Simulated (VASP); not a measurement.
# SnTe (P6_3/mmc) in VASP: a series of runs

SnTe is run at these levels: PBE; tasks: single point, relaxation of cell and atoms.

Program: VASP 6.6.1. These are calculated values, not measurements. Logs are shortened: lines on timing, memory, paths and dates and some standing lists are left out, and cuts for length are marked.

## 1. The cell of the first run

The structure is hexagonal, space group P6_3/mmc (No. 194). Conventional cell: a = 4.124 Å, b = 4.124 Å, c = 17.543 Å, α = 90.00°, β = 90.00°, γ = 120.00°. Within 3.4 Å of Sn (site symmetry 3m) lie 1 Sn at 2.56 Å and 3 Te at 2.74 Å. Te (site symmetry 3m) has 3 Sn at 2.74 Å within 3.6 Å.

The cell was generated, and may not be a known phase.

## 2. Single point, PBE

File INCAR:

```
SYSTEM = SnTe
PREC = Accurate
ENCUT = 520
EDIFF = 1E-6
ISMEAR = 0
SIGMA = 0.1
LREAL = .False.
LASPH = .True.
NELM = 100
ALGO = Normal
ISIF = 2
LWAVE = .False.
LCHARG = .True.
GGA = PE
LELF = .True.
LVHAR = .True.
NBANDS = 50
```

File KPOINTS:

```
regular mesh
0
Gamma
  6 6 1
  0 0 0
```

File POSCAR:

```
SnTe
1.0
    4.1236642900      0.0000000000      0.0000000000
   -2.0618321500      3.5711980400      0.0000000000
    0.0000000000      0.0000000000     17.5426479900
Sn Te
4 4
Direct
    0.3333333300      0.6666666700      0.1770000000
    0.6666666700      0.3333333300      0.6770000000
    0.3333333300      0.6666666700      0.3230000000
    0.6666666700      0.3333333300      0.8230000000
    0.3333333300      0.6666666700      0.6000000200
    0.6666666700      0.3333333300      0.1000000200
    0.3333333300      0.6666666700      0.8999999800
    0.6666666700      0.3333333300      0.3999999800
```

Potentials or basis: VASP PAW PBE potentials, release 64 (Sn_d, Te).

Launch:

```sh
$ cat potpaw_PBE.64/Sn_d/POTCAR potpaw_PBE.64/Te/POTCAR > POTCAR
$ mpirun -np 1 vasp_std > vasp.out
```

OUTCAR:

```text
SYSTEM = SnTe
   PREC = Accurate
   ENCUT = 520
   EDIFF = 1E-6
   ISMEAR = 0
   LREAL = .False.
   LASPH = .True.
   NELM = 100
   ISIF = 2
   GGA = PE

 ion  position               nearest neighbor table
   1  0.333  0.667  0.177-   3 2.56   6 2.74   6 2.74   6 2.74
   2  0.667  0.333  0.677-   4 2.56   5 2.74   5 2.74   5 2.74
   3  0.333  0.667  0.323-   1 2.56   8 2.74   8 2.74   8 2.74
   4  0.667  0.333  0.823-   2 2.56   7 2.74   7 2.74   7 2.74
   5  0.333  0.667  0.600-   2 2.74   2 2.74   2 2.74
   6  0.667  0.333  0.100-   1 2.74   1 2.74   1 2.74
   7  0.333  0.667  0.900-   4 2.74   4 2.74   4 2.74
   8  0.667  0.333  0.400-   3 2.74   3 2.74   3 2.74

  LATTYP: Found a hexagonal cell.
 ALAT       =     4.1236642900
 C/A-ratio  =     4.2541406759

  Lattice vectors:

 A1 = (   4.1236642900,   0.0000000000,   0.0000000000)
 A2 = (  -2.0618321500,   3.5711980400,   0.0000000000)
 A3 = (   0.0000000000,   0.0000000000,  17.5426479900)

Analysis of symmetry for initial positions (statically):
=====================================================================
 Subroutine PRICEL returns:
 Original cell was already a primitive cell.

 Routine SETGRP: Setting up the symmetry group for a
 hexagonal supercell.

 Subroutine GETGRP returns: Found 24 space group operations
 (whereof 12 operations were pure point group operations)
 out of a pool of 24 trial point group operations.

The static configuration has the point symmetry D_3d.
 The point group associated with its full space group is D_6h.

Analysis of symmetry for dynamics (positions and initial velocities):
=====================================================================
 Subroutine PRICEL returns:
 Original cell was already a primitive cell.

 Routine SETGRP: Setting up the symmetry group for a
 hexagonal supercell.

 Subroutine GETGRP returns: Found 24 space group operations
 (whereof 12 operations were pure point group operations)
 out of a pool of 24 trial point group operations.

The dynamic configuration has the point symmetry D_3d.
 The point group associated with its full space group is D_6h.

 Subroutine INISYM returns: Found 24 space group operations
 (whereof 12 operations are pure point group operations),
 and found     1 'primitive' translations

----------------------------------------------------------------------------------------

                                     Primitive cell

  volume of cell :     258.3404

  direct lattice vectors                    reciprocal lattice vectors
     4.123664290  0.000000000  0.000000000     0.242502767  0.140009038  0.000000000
    -2.061832150  3.571198040  0.000000000     0.000000000  0.280018075  0.000000000
     0.000000000  0.000000000 17.542647990     0.000000000  0.000000000  0.057003937

  length of vectors
     4.123664290  4.123664300 17.542647990     0.280018075  0.280018075  0.057003937

  position of ions in fractional coordinates (direct lattice)
     0.333333330  0.666666670  0.177000000
     0.666666670  0.333333330  0.677000000
     0.333333330  0.666666670  0.323000000
     0.666666670  0.333333330  0.823000000
     0.333333330  0.666666670  0.600000020
     0.666666670  0.333333330  0.100000020
     0.333333330  0.666666670  0.899999980
     0.666666670  0.333333330  0.399999980

  ion indices of the primitive-cell ions
   primitive index   ion index
                 1           1
                 2           2
                 3           3
                 4           4
                 5           5
                 6           6
                 7           7
                 8           8

----------------------------------------------------------------------------------------

 KPOINTS: regular mesh

Automatic generation of k-mesh.
 Grid dimensions read from file:
 generate k-points for:    6    6    1

 Generating k-lattice:

  Cartesian coordinates                     Fractional coordinates (reciprocal lattice)
     0.040417128  0.023334840  0.000000000     0.166666667  0.000000000  0.000000000
     0.000000000  0.046669679  0.000000000     0.000000000  0.166666667  0.000000000
     0.000000000  0.000000000  0.057003937     0.000000000  0.000000000  1.000000000

  Length of vectors
     0.046669679  0.046669679  0.057003937

  Shift w.r.t. Gamma in fractional coordinates (k-lattice)
     0.000000000  0.000000000  0.000000000

 Subroutine IBZKPT returns following result:
 ===========================================

 Found      7 irreducible k-points:

 Following reciprocal coordinates:
            Coordinates               Weight
  0.000000  0.000000  0.000000      1.000000
  0.166667  0.000000  0.000000      6.000000
  0.333333  0.000000  0.000000      6.000000
  0.500000 -0.000000  0.000000      3.000000
  0.166667  0.166667  0.000000      6.000000
  0.333333  0.166667  0.000000     12.000000
  0.333333  0.333333  0.000000      2.000000
   k-points           NKPTS =      7   k-points in BZ     NKDIM =      7   number of bands    NBANDS=     50
   number of dos      NEDOS =    301   number of ions     NIONS =      8
   total plane-waves  NPLWV = 143360
   dimension x,y,z NGX =    32 NGY =   32 NGZ =  140
   dimension x,y,z NGXF=    64 NGYF=   64 NGZF=  280
   ions per type =               4   4
   NGX,Y,Z   is equivalent  to a cutoff of  12.90, 12.90, 13.27 a.u.
   NGXF,Y,Z  is equivalent  to a cutoff of  25.80, 25.80, 26.53 a.u.
 SYSTEM =  SnTe
   PREC   = accura    normal or accurate (medium, high low for compatibility)
   ISTART =      0    job   : 0-new  1-cont  2-samecut
   ICHARG =      2    charge: 1-file 2-atom 10-const
   ISPIN  =      1    spin polarized calculation?
   LNONCOLLINEAR =      F non collinear calculations
   LSORBIT =      F    spin-orbit coupling
   LASPH  =      T    aspherical Exc in radial PAW
   ENCUT  =  520.0 eV  38.22 Ry    6.18 a.u.   7.67  7.67 32.62*2*pi/ulx,y,z
   NELM   =    100;   NELMIN=  2; NELMDL= -5     # of ELM steps
   EDIFF  = 0.1E-05   stopping-criterion for ELM
   LREAL  =      F    real-space projection
   EDIFFG = 0.1E-04   stopping-criterion for IOM
   NSW    =      0    number of steps for IOM
   IBRION =     -1    ionic relax: 0-MD 1-quasi-New 2-CG
   NFREE  =      0    steps in history (QN), initial steepest desc. (CG)
   ISIF   =      2    stress and relaxation
   ISYM   =      2    0-nonsym 1-usesym 2-fastsym
   POTIM  = 0.5000    time-step for ionic-motion
   TEBEG  =    0.0;   TEEND  =   0.0 temperature during run
   PSTRESS=    0.0 pullay stress
   NELECT =      80.0000    total number of electrons
   NUPDOWN=      -1.0000    fix difference up-down
   EMIN   =  10.00;   EMAX   =-10.00  energy-range for DOS
   EFERMI =   0.00;   METHOD = LEGACY
   ISMEAR =     0;   SIGMA  =   0.10  broadening in eV -4-tet -1-fermi 0-gaus
   EFERMI_NEDOS =   21; number of points for ismear=-14 and -15
   IALGO  =     38    algorithm
   IMIX   =      4    mixing-type and parameters
     AMIX     =   0.40;   BMIX     =  1.00
     AMIX_MAG =   1.60;   BMIX_MAG =  1.00
  volume/ion in A,a.u.               =      32.29       217.92
  Fermi-wavevector in a.u.,A,eV,Ry     =   1.107577  2.093018 16.690639  1.226727
  Thomas-Fermi vector in A             =   2.244093
   LORBIT       =      0    0 simple, 1 ext, 2 COOP (PROOUT), +10 PAW based schemes
   GGA     = PE    functional components
   LHFCALC =     F    Hartree Fock is set to
   AEXX    =    0.0000 exact exchange contribution
   IVDW    =     0    specifies the selected vdW correction
   LEPSILON=     F    determine dielectric tensor
   LRPA    =     F    only Hartree local field effects (RPA)
 non-spin polarized calculation
 Gauss-broadening in eV      SIGMA  =   0.10
  energy-cutoff  :      520.00
  volume of cell :      258.34
 maximum number of plane-waves:      7019
 NGX is ok and might be reduce to    32
   NGX = 15   NGY = 15   NGZ = 65

 number of electron      79.9999996 magnetization

 Free energy of the ion-electron system (eV)
  ---------------------------------------------------
  ext. energy  EPLUGINS =         0.00000000
  ---------------------------------------------------
  free energy    TOTEN  =       -24.56441030 eV

  energy without entropy =      -24.52015830  energy(sigma->0) =      -24.54228430

 E-fermi :   7.0934     XC(G=0):  -9.1606

 val. band max:        7.0716442656   @ k =   0.0000   0.0000   0.0000
 cond. band min:       7.1073977988   @ k =   0.3333   0.3333   0.0000
 fundamental gap:      0.0357535332
 Fermi energy:         7.0934285735

 k-point     1 :       0.0000    0.0000    0.0000
  band No.  band energies     occupation
      1     -15.8432      2.00000
      2     -15.8432      2.00000
      3     -15.5843      2.00000
      4     -15.5843      2.00000
      5     -15.5842      2.00000
      6     -15.5842      2.00000
[... 42 lines left out ...]
     49       9.5627      0.00000
     50       9.5627      0.00000

 k-point     2 :       0.1667    0.0000    0.0000
  band No.  band energies     occupation
      1     -15.8407      2.00000
      2     -15.8406      2.00000
      3     -15.5911      2.00000
      4     -15.5911      2.00000
      5     -15.5852      2.00000
      6     -15.5852      2.00000
[... 42 lines left out ...]
     49      10.1822      0.00000
     50      10.2158      0.00000

 k-point     3 :       0.3333    0.0000    0.0000
  band No.  band energies     occupation
      1     -15.8356      2.00000
      2     -15.8356      2.00000
      3     -15.6048      2.00000
      4     -15.6048      2.00000
      5     -15.5872      2.00000
      6     -15.5872      2.00000
[... 42 lines left out ...]
     49      10.8277      0.00000
     50      10.9754      0.00000

 k-point     4 :       0.5000   -0.0000    0.0000
  band No.  band energies     occupation
      1     -15.8331      2.00000
      2     -15.8331      2.00000
      3     -15.6116      2.00000
      4     -15.6116      2.00000
      5     -15.5882      2.00000
      6     -15.5882      2.00000
[... 42 lines left out ...]
     49      10.4244      0.00000
     50      10.8524      0.00000

 k-point     5 :       0.1667    0.1667    0.0000
  band No.  band energies     occupation
      1     -15.8368      2.00000
      2     -15.8368      2.00000
      3     -15.6004      2.00000
      4     -15.6004      2.00000
      5     -15.5877      2.00000
      6     -15.5876      2.00000
[... 42 lines left out ...]
     49       9.8818      0.00000
     50      10.0289      0.00000

 k-point     6 :       0.3333    0.1667    0.0000
  band No.  band energies     occupation
      1     -15.8330      2.00000
      2     -15.8330      2.00000
      3     -15.6092      2.00000
      4     -15.6092      2.00000
      5     -15.5907      2.00000
      6     -15.5907      2.00000
[... 42 lines left out ...]
     49      10.1297      0.00000
     50      10.7866      0.00000

 k-point     7 :       0.3333    0.3333    0.0000
  band No.  band energies     occupation
      1     -15.8316      2.00000
      2     -15.8316      2.00000
      3     -15.6094      2.00000
      4     -15.6094      2.00000
      5     -15.5943      2.00000
      6     -15.5943      2.00000
[... 42 lines left out ...]
     49      11.7701      0.00000
     50      11.7812      0.00000

------------------------ aborting loop because EDIFF is reached ----------------------------------------

  FORCE on cell =-STRESS in cart. coord.  units (eV):
  Direction    XX          YY          ZZ          XY          YZ          ZX
  --------------------------------------------------------------------------------------
  -------------------------------------------------------------------------------------
  Total       18.1646943     18.1646944     26.5946145     -0.0000000     -0.0000000      0.0000000
  in kB      112.6539156    112.6539161    164.9346476     -0.0000002     -0.0000000      0.0000000
  external PRESSURE =     130.0808264 kB  Pullay stress =       0.0000000 kB

 VOLUME and BASIS-vectors are now :
 -----------------------------------------------------------------------------
  energy-cutoff  :      520.00
  volume of cell :      258.34
      direct lattice vectors                 reciprocal lattice vectors
     4.123664290  0.000000000  0.000000000     0.242502767  0.140009038  0.000000000
    -2.061832150  3.571198040  0.000000000     0.000000000  0.280018075  0.000000000
     0.000000000  0.000000000 17.542647990     0.000000000  0.000000000  0.057003937

 POSITION                                       TOTAL-FORCE (eV/Angst)
 -----------------------------------------------------------------------------------
     -0.00000      2.38080      3.10505        -0.000000      0.000000     -0.977077
      2.06183      1.19040     11.87637        -0.000000     -0.000000     -0.977077
     -0.00000      2.38080      5.66628        -0.000000      0.000000      0.977077
      2.06183      1.19040     14.43760        -0.000000     -0.000000      0.977077
     -0.00000      2.38080     10.52559         0.000000     -0.000000     -2.169505
      2.06183      1.19040      1.75427         0.000000      0.000000     -2.169505
     -0.00000      2.38080     15.78838        -0.000000     -0.000000      2.169505
      2.06183      1.19040      7.01706         0.000000     -0.000000      2.169505
 -----------------------------------------------------------------------------------
    total drift:                               -0.000026      0.000015     -0.000007

  FREE ENERGIE OF THE ION-ELECTRON SYSTEM (eV)
  ---------------------------------------------------
  free  energy   TOTEN  =       -24.5644103039 eV

  energy  without entropy=      -24.5201583008  energy(sigma->0) =      -24.54228430
```

Run time: 66 s. Hardware: 1 thread of Intel Xeon 6975P-C (Granite Rapids), shared host; peak memory 0.39 GiB.

Results:

| Property | Result |
| --- | --- |
| Free energy | -24.5644 eV |
| Pressure | 13.0 GPa |
| Largest force | 2.170 eV/Å |
| Band gap on the k mesh | zero (bands 40 and 41 overlap by 0.69 eV) |

Forces on the atoms (eV/Å):
```
Sn   0.000  0.000 -0.977
Sn   0.000  0.000 -0.977
Sn   0.000  0.000  0.977
Sn   0.000  0.000  0.977
Te   0.000  0.000 -2.170
Te   0.000  0.000 -2.170
Te   0.000  0.000  2.170
Te   0.000  0.000  2.170
```

Caveat: the stress differs along the axes, from 11 to 16 GPa; semilocal functionals underestimate gaps, and a narrow one can read as zero; spin-orbit coupling is left out, which moves the levels of the heavy elements; this functional lacks dispersion, which binds layers or chains, so the pressure and a relaxed spacing across them are unreliable; forces of over 1 eV/Å act on the atoms, so gaps and moduli don't describe the material at rest.

## 3. Single point, PBE

This run uses another cell than the first one, of 45.30 Å³/atom.

File INCAR:

```
PREC = Accurate
ENCUT = 520
EDIFF = 1E-6
ISMEAR = 0
SIGMA = 0.1
LREAL = F
LASPH = T
NELM = 60
ALGO = Normal
ISIF = 2
LWAVE = F
LCHARG = F
GGA = PE
NBANDS = 50
```

File KPOINTS:

```
regular mesh
0
Gamma
  6 6 1
```

File POSCAR:

```
SnTe
1.0
    4.2123398771      0.0000000029      0.0000000000
   -2.1061699411      3.6479933415      0.0000000000
    0.0000000000      0.0000000000     23.5854903740
Sn Te
4 4
Direct
    0.3333333333      0.6666666667      0.1544327433
    0.6666666667      0.3333333333      0.6544327433
    0.3333333333      0.6666666667      0.3455672567
    0.6666666667      0.3333333333      0.8455672567
    0.3333333333      0.6666666667      0.5835990759
    0.6666666667      0.3333333333      0.0835990759
    0.3333333333      0.6666666667      0.9164009241
    0.6666666667      0.3333333333      0.4164009241
```

Potentials or basis: VASP PAW PBE potentials, release 64 (Sn_d, Te).

Launch:

```sh
$ cat potpaw_PBE.64/Sn_d/POTCAR potpaw_PBE.64/Te/POTCAR > POTCAR
$ mpirun -np 1 vasp_std > vasp.out
```

It took 94 s on 1 thread of Intel Xeon 6975P-C (Granite Rapids), shared host; peak memory 0.46 GiB.

The run converged. Its results:

```
Free energy            : -29.2870 eV
Pressure               : 0.0 GPa
Largest force          : 0.046 eV/Å
Band gap on the k mesh : 0.82 eV (least direct gap 1.00 eV)
```

Forces on the atoms (eV/Å):
```
Sn   0.000  0.000  0.046
Sn   0.000  0.000  0.046
Sn   0.000  0.000 -0.046
Sn   0.000  0.000 -0.046
Te   0.000  0.000 -0.043
Te   0.000  0.000 -0.043
Te   0.000  0.000  0.043
Te   0.000  0.000  0.043
```

Stress tensor (GPa, compression positive):
```
-0.01  0.00  0.00
 0.00 -0.01  0.00
 0.00  0.00  0.16
```

Levels at points of the mesh, in eV from the valence-band top:
| k point | band 36 | band 37 | band 38 | band 39 | band 40 | band 41 | band 42 | band 43 | band 44 | band 45 |
| --- | --- | --- | --- | --- | --- | --- | --- | --- | --- | --- |
| (0.00, 0.00, 0.00) | -0.71 | -0.71 | -0.70 | -0.70 | 0.00 | 1.00 | 1.34 | 1.79 | 1.82 | 2.92 |
| (0.50, 0.00, 0.00) | -1.86 | -1.85 | -1.61 | -1.60 | -1.23 | 1.10 | 1.33 | 1.41 | 1.73 | 2.05 |

Caveat: spin-orbit coupling is left out, which moves the levels of the heavy elements. A k mesh can miss the band edges.

[end of part 1 of 2]

The gap in the log of VASP goes by the Fermi energy; the results here count the filled bands.